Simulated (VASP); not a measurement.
# Cr: single point with PBE

The system is Cr.

```
Cr
1.0
     2.58144    0.00000    0.00000
    -1.29072    2.23559    0.00000
     0.00000    0.00000    4.62545
Cr
2
Cartesian
  0.0000 1.4904 1.1564
  1.2907 0.7452 3.4691
```

This isn't the form of Cr at room conditions, which is bcc.

```json
{"Program": "VASP 6.6.1", "Task": "single point", "Functional": "PBE", "Potentials or basis": "VASP PAW PBE potentials, release 64 (Cr_pv)", "Cutoff": "520 eV", "k mesh": "16 × 16 × 8", "Occupations": "fermi-dirac, width 0.05 eV", "Spin": "collinear spin, antiferromagnetic start", "Starting moments": "[1.5, -1.5] μB"}
```

```yaml
Pressure: -21.3 GPa
Band_gap_on_the_k_mesh: zero (filled and empty bands overlap)
Net_moment: 0.00 μB per cell
Valence_electrons_inside_the_program's_atomic_spheres: Cr 10.81
```

Stress tensor (GPa, compression positive):
```
-22.17   0.00   0.00
  0.00 -22.17   0.00
  0.00   0.00 -19.48
```

Levels at points of the mesh, in eV from the Fermi level:
Spin up:
| k point | band 9 | band 10 | band 11 | band 12 | band 13 | band 14 | band 15 | band 16 |
| --- | --- | --- | --- | --- | --- | --- | --- | --- |
| (0.00, 0.00, 0.00) | -1.04 | -0.33 | -0.27 | -0.27 | 0.00 | 0.00 | 0.93 | 0.93 |
| (0.50, 0.00, 0.00) | -2.87 | -0.79 | -0.60 | -0.27 | -0.09 | 1.94 | 2.41 | 2.51 |
| (0.00, 0.00, 0.50) | -1.39 | -1.39 | -0.25 | -0.25 | -0.25 | -0.25 | 1.53 | 1.53 |
| (0.50, 0.00, 0.50) | -2.09 | -2.09 | 0.82 | 0.82 | 1.08 | 1.08 | 2.47 | 2.47 |
Spin down:
```csv
k point,band 9,band 10,band 11,band 12,band 13,band 14,band 15,band 16
"(0.00, 0.00, 0.00)",-1.04,-0.33,-0.27,-0.27,0.00,0.00,0.93,0.93
"(0.50, 0.00, 0.00)",-2.87,-0.79,-0.60,-0.27,-0.09,1.94,2.41,2.51
"(0.00, 0.00, 0.50)",-1.39,-1.39,-0.25,-0.25,-0.25,-0.25,1.53,1.53
"(0.50, 0.00, 0.50)",-2.09,-2.09,0.82,0.82,1.08,1.08,2.47,2.47
```

Run time: 5.1 min on 1 thread of Intel Xeon 8259CL (shared host), peak memory 0.24 GiB.

Caveat: the cell stands under tension.
